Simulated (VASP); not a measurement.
Here is a VASP 6.6.1 calculation.

INCAR

```
PREC = Accurate
ENCUT = 520
EDIFF = 1E-7
ISMEAR = -1
SIGMA = 0.03
LREAL = False
LASPH = True
NELM = 80
ALGO = Normal
ISIF = 2
LWAVE = False
LCHARG = False
GGA = PE
NBANDS = 16
```

KPOINTS

```
regular mesh
0
Gamma
  11 11 11
```

File POSCAR:

```
InP
1.0
    0.0000000000      2.7693500000      2.8550000000
    2.7693500000      0.0000000000      2.8550000000
    2.7693500000      2.7693500000      0.0000000000
In P
1 1
Direct
    0.0000000000      0.0000000000      0.0000000000
    0.5000000000      0.5000000000      0.5000000000
```

Potentials or basis: VASP PAW PBE potentials, release 64 (In_d, P).

Command:

```bash
$ cat potpaw_PBE.64/In_d/POTCAR potpaw_PBE.64/P/POTCAR > POTCAR
$ mpirun -np 1 vasp_std > vasp.out
```

Predict the band gap on the k mesh.

zero (bands 9 and 10 overlap by 2.46 eV).

Predict the pressure.

-2.0 GPa.

Stress tensor (GPa, compression positive):
```
-0.89  0.00  0.00
 0.00 -0.89  0.00
 0.00  0.00 -4.19
```

Caveat: the cell differs from its parent crystal (equal xx and yy strain of -3 %); spin-orbit coupling is left out, which moves the levels of the heavy elements.
